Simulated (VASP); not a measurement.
# MnS: single point with PBEsol

The system is MnS.

```
Mn S
1.0
     0.00000    2.94319    2.94319
     2.94319    0.00000    2.94319
     2.94319    2.94319    0.00000
Mn S
1 1
Direct
  0.00000 0.00000 0.00000
  0.75000 0.75000 0.75000
```

```yaml
Program: VASP 6.6.1
Task: single point
Functional: PBEsol
Potentials_or_basis: VASP PAW PBE potentials, release 64 (Mn_pv, S)
Cutoff: 520 eV
k_mesh: 16 × 16 × 16
Occupations: gaussian, width 0.15 eV
Spin: no spin polarisation
Dipole_correction: no
Further_INCAR_settings: ALGO = Normal; EDIFF = 1e-07; NBANDS = 16
```

```json
{"Pressure": "-23.3 GPa", "Band gap on the k mesh": "zero (an odd number of electrons rules out a gap without spin polarisation)"}
```

Levels at points of the mesh, in eV from the Fermi level:
| k point | band 7 | band 8 | band 9 | band 10 | band 11 | band 12 | band 13 | band 14 |
| --- | --- | --- | --- | --- | --- | --- | --- | --- |
| (0.00, 0.00, 0.00) | -3.07 | -0.29 | -0.29 | 1.34 | 1.54 | 1.54 | 1.54 | 6.60 |
| (0.50, 0.00, 0.00) | -2.97 | -0.21 | -0.21 | -0.21 | 0.84 | 0.84 | 3.49 | 6.82 |
| (0.50, 0.50, 0.00) | -2.96 | -0.57 | -0.14 | -0.07 | 0.13 | 0.13 | 3.76 | 5.13 |

It took 2.9 min on 1 thread of Intel Xeon 8259CL (shared host), peak memory 0.25 GiB.

Caveat: the cell stands under tension; the PAW data sets were made with another functional, which shifts forces and pressure a little; an odd number of electrons without spin polarisation forces a metal; a magnetic or distorted state may lie lower; the run has no spin polarisation, though such a crystal can be magnetic; semilocal functionals often make such compounds metallic where correlation or magnetic order opens a gap, which also shifts bond lengths. With open d or f shells a metallic result of PBEsol can be an artefact of self-interaction; +U or a hybrid may open a gap.
